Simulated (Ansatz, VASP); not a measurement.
SnTe in VASP and in Ansatz

File POSCAR:

```
SnTe
1.0
    0.0000000000      2.9332672060      2.9332672060
    2.9332672060      0.0000000000      2.9332672060
    2.9332672060      2.9332672060      0.0000000000
Sn Te
1 1
Direct
    0.0000000000      0.0000000000      0.0000000000
    0.2500000000      0.2500000000      0.2500000000
```

Contents of INCAR.step1:

```
ALGO = Normal
EDIFF = 1E-4
ENCUT = 520
GGA = PE
ISMEAR = -1
LASPH = T
LCHARG = F
LREAL = F
LWAVE = T
NBANDS = 17
NELM = 60
PREC = Accurate
SIGMA = 0.1
```

File INCAR.step2:

```
ALGO = Normal
EDIFF = 1E-7
ENCUT = 520
ISIF = 2
ISMEAR = -1
ISTART = 1
LASPH = T
LCHARG = T
LELF = T
LMIXTAU = T
LREAL = F
LVHAR = T
LWAVE = F
METAGGA = R2SCAN
NBANDS = 17
NELM = 60
PREC = Accurate
SIGMA = 0.1
```

The input KPOINTS:

```
k-points
0
Gamma
  12 12 12
```

Input for Ansatz:

```yaml
crystal:
  lattice:
    - [0.0, 2.933267206, 2.933267206]
    - [2.933267206, 0.0, 2.933267206]
    - [2.933267206, 2.933267206, 0.0]
  atoms:
    - { symbol: Sn, position: [0.0, 0.0, 0.0] }
    - { symbol: Te, position: [0.25, 0.25, 0.25] }
kpoints:
  mp_grid: { grid: [12, 12, 12] }
scf:
  occupations: { method: fermi_dirac, width: 0.1 }
hamiltonian:
  xc: r2scan
  pseudopotentials: { kind: paw, level: accurate }
output:
  forces: true
  stress: true
  eigenvalues: true
```

Alike in both runs: task single point; functional r2SCAN; k mesh 12 × 12 × 12; occupations fermi-dirac, width 0.1 eV; no spin polarisation.

```csv
,VASP,Ansatz
version,VASP 6.6.1,Ansatz 0.2.0
potentials or method,"VASP PAW PBE potentials, release 64 (Sn_d, Te)","PAW with other files of Ansatz's library (level accurate), scalar-relativistic"
plane-wave cutoff (eV),520,770
valence electrons in the cell,20,38
```

Ansatz gave:

| Quantity | Value |
| --- | --- |
| pressure (GPa) | 48.8 |

Which values does VASP return?

Pressure (GPa): 48.7.

VASP's potentials were made for PBE, not for r2SCAN. Both programs put the cell under a high pressure, so it lies far from rest at this level. The functional is the same, so the differences come from potentials, cutoffs and numerics. VASP's potentials hold 20 valence electrons a cell and Ansatz's 38, so a difference there can come from the potentials and not from the codes.

Spin-orbit coupling is off throughout.
